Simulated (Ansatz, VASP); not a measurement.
## Zr3O in VASP and in Ansatz

```
Zr O
1.0
     5.58429    0.00000    0.00000
    -2.79214    4.83613    0.00000
     0.00000    0.00000    5.15575
Zr O
6 2
Direct
  0.34619 0.00000 0.00000
  0.34619 0.34619 0.50000
  0.00000 0.34619 0.00000
  0.65381 0.00000 0.50000
  0.65381 0.65381 0.00000
  0.00000 0.65381 0.50000
  0.33333 0.66667 0.25000
  0.66667 0.33333 0.75000
```

Alike in both runs: task single point; functional PBEsol; k mesh 9 × 9 × 8; occupations gaussian, width 0.15 eV; no spin polarisation.

|  | VASP | Ansatz |
| --- | --- | --- |
| version | VASP 6.6.1 | Ansatz 0.2.0 |
| potentials or method | VASP PAW PBE potentials, release 64 (Zr_sv, O), cutoff 520 eV | scalar-relativistic, plane waves, PAW |
| valence electrons in the cell | 84 | 84 |

```tsv
	VASP	Ansatz	Ansatz less VASP
gap on the k mesh at the Fermi level (eV)	none	none	-
pressure (GPa)	1.3	1.2	-0.16
traceless stress, the component that is largest in VASP (GPa)	-0.19	-0.20	-0.017
rms of the force components (eV/Å)	0.259	0.252	-0.0067
```

VASP's potentials were made for PBE, not for PBEsol, and Ansatz warns of the same on its side. Atom by atom the forces differ by 0.007 eV/Å (rms over components). A gap of «none» marks a metal or a gap that the smearing closes.
